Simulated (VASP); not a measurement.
Input of a VASP 6.6.1 run:

INCAR

```
PREC     = Accurate       # precision mode
ENCUT    = 520            # plane-wave cutoff, eV
EDIFF    = 1E-6           # SCF threshold, eV
ISMEAR   = 0              # smearing method
SIGMA    = 0.05           # smearing width, eV
LREAL    = False          # projectors in reciprocal space
LASPH    = True           # aspherical terms in the spheres
NELM     = 60             # most SCF steps
ALGO     = Normal         # electronic algorithm
ISIF     = 2              # what is computed and relaxed
LWAVE    = False          # write WAVECAR
LCHARG   = True           # write CHGCAR
LELF     = True           # ELF
LVHAR    = True         
NBANDS   = 26             # bands
```

Contents of KPOINTS:

```
Automatic mesh
0
Gamma
  12 12 4
```

Contents of POSCAR:

```
C
1.0
    2.5477576841      0.0000000000      0.0000000000
   -1.2738788420      2.2064228771      0.0000000000
    0.0000000000      0.0000000000      7.8306598603
C
8
Direct
    0.0000000000      0.0000000000      0.0987800240
    0.0000000000      0.0000000000      0.5987800240
    0.0000000000      0.0000000000      0.4012199760
    0.0000000000      0.0000000000      0.9012199760
    0.3333333333      0.6666666667      0.1510010552
    0.6666666667      0.3333333333      0.6510010552
    0.3333333333      0.6666666667      0.3489989448
    0.6666666667      0.3333333333      0.8489989448
```

Potentials or basis: VASP PAW LDA potentials, release 64 (C).

Launch:

```sh
$ cat potpaw_LDA.64/C/POTCAR > POTCAR
$ mpirun -np 1 vasp_std > vasp.out
```

**Question.** What does it give for the pressure?

**Answer.** 3.9 GPa.

**Question.** Predict the largest force.

**Answer.** 3.233 eV/Å.

Stress tensor (GPa, compression positive):
```
-23.30   0.00   0.00
  0.00 -23.30   0.00
  0.00   0.00  58.23
```

Caveat: the cell differs from its parent crystal (mode 21 frozen in at +0.048 Å, strain +e along z and -e/2 along x and y -0.0467); forces of over 1 eV/Å act on the atoms, so gaps and moduli don't describe the material at rest.
